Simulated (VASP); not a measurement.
Write the native input for VASP 6.6.1 that does the following.

| Property | Result |
| --- | --- |
| Task | single point |
| Functional | PBE |
| Potentials or basis | VASP PAW PBE potentials, release 64 (Si, C) |
| Cutoff | 520 eV |
| k mesh | 12 × 12 × 4 |
| Occupations | gaussian, width 0.1 eV |
| Spin | no spin polarisation |
| Dipole correction | no |
| Further INCAR settings | ALGO = Normal; EDIFF = 1e-06; NBANDS = 23 |

The structure of Si3C4 lies in POSCAR:

```
Si3C4
1.0
    3.0041701281      0.0000000000      0.0000000000
   -1.5020850641      2.6016876482      0.0000000000
    0.0000000000      0.0000000000      8.8932102769
Si C
3 4
Direct
    0.0000000000      0.0000000000      0.5000000000
    0.6666666667      0.3333333333      0.1727096391
    0.3333333333      0.6666666667      0.8272903609
    0.0000000000      0.0000000000      0.0858734214
    0.3333333333      0.6666666667      0.6216580782
    0.0000000000      0.0000000000      0.9141265786
    0.6666666667      0.3333333333      0.3783419218
```

The cell was built from a structure type or drawn by symmetry, and may not be a known phase.

The input as run:

INCAR

```
PREC     = Accurate       # precision mode
ENCUT    = 520            # plane-wave cutoff, eV
EDIFF    = 1E-6           # SCF threshold, eV
ISMEAR   = 0              # smearing method
SIGMA    = 0.1            # smearing width, eV
LREAL    = False          # projectors in reciprocal space
LASPH    = True           # aspherical terms in the spheres
NELM     = 60             # most SCF steps
ALGO     = Normal         # electronic algorithm
ISIF     = 2              # what is computed and relaxed
LWAVE    = False          # write WAVECAR
LCHARG   = False          # write CHGCAR
GGA      = PE             # functional
NBANDS   = 23             # bands
```

KPOINTS

```
Automatic mesh
0
Gamma
  12 12 4
```

Potentials or basis: VASP PAW PBE potentials, release 64 (Si, C).

Command:

```sh
$ cat potpaw_PBE.64/Si/POTCAR potpaw_PBE.64/C/POTCAR > POTCAR
$ mpirun -np 1 vasp_std > vasp.out
```

It gave:

```json
{
  "Pressure": "0.0 GPa",
  "Largest force": "0.036 eV/Å",
  "Band gap on the k mesh": "zero (bands 14 and 15 overlap by 2.94 eV)"
}
```

It took 43 s on 1 thread of Intel(R) Xeon(R) 6975P-C (Granite Rapids), with other jobs on the host, peak memory 0.23 GiB.
